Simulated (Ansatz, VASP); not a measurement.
## Nb in VASP and in Ansatz

INCAR

```
  PREC = Accurate
  ENCUT = 520
  EDIFF = 1E-6
  ISMEAR = -1
  SIGMA = 0.1
  LREAL = False
  LASPH = True
  NELM = 100
  ALGO = Normal
  ISIF = 2
  LWAVE = False
  LCHARG = False
  NBANDS = 20
```

Contents of KPOINTS:

```
regular mesh
0
Gamma
  11 11 11
```

The input POSCAR:

```
Nb
1.0
    0.0000000000      2.8393932296      2.8393932296
    2.8393932296      0.0000000000      2.8393932296
    2.8393932296      2.8393932296      0.0000000000
Nb
2
Direct
    0.1250000000      0.1250000000      0.1250000000
    0.8750000000      0.8750000000      0.8750000000
```

Input for Ansatz:

```yaml
crystal:
  lattice:
    - [0.0, 2.8393932296, 2.8393932296]
    - [2.8393932296, 0.0, 2.8393932296]
    - [2.8393932296, 2.8393932296, 0.0]
  atoms:
    - { symbol: Nb, position: [0.125, 0.125, 0.125] }
    - { symbol: Nb, position: [0.875, 0.875, 0.875] }
hamiltonian:
  xc: lda
  pseudopotentials:
    kind: paw
    azcp:
      Nb: "pseudopotentials/Nb.paw.azcp"
basis:
  ecutwfc: 420
  fft_grid_basis: typed
kpoints:
  mp_grid: { grid: [11, 11, 11], shift: [0, 0, 0] }
magnetization:
  spin_polarized: false
scf:
  occupations: { method: fermi_dirac, width: 0.1 }
  lower_state_search: "off"
output:
  stress: true
```

Alike in both runs: task single point; functional LDA; k mesh 11 × 11 × 11; occupations fermi-dirac, width 0.1 eV; no spin polarisation.

|  | VASP | Ansatz |
| --- | --- | --- |
| version | VASP 6.6.1 | Ansatz 0.2.0 |
| potentials or method | VASP PAW LDA potentials, release 64 (Nb_sv), cutoff 520 eV | plane waves (420 eV) with PAW, scalar-relativistic |
| valence electrons in the cell | 26 | 26 |

|  | VASP | Ansatz | Ansatz less VASP |
| --- | --- | --- | --- |
| pressure (GPa) | 3.7 | 3.7 | -0.03 |

Ansatz warns that its potentials were made for another functional, while VASP's fit it. LDA's correlation is that of Perdew and Zunger in VASP and of Perdew and Wang (1992) in Ansatz.
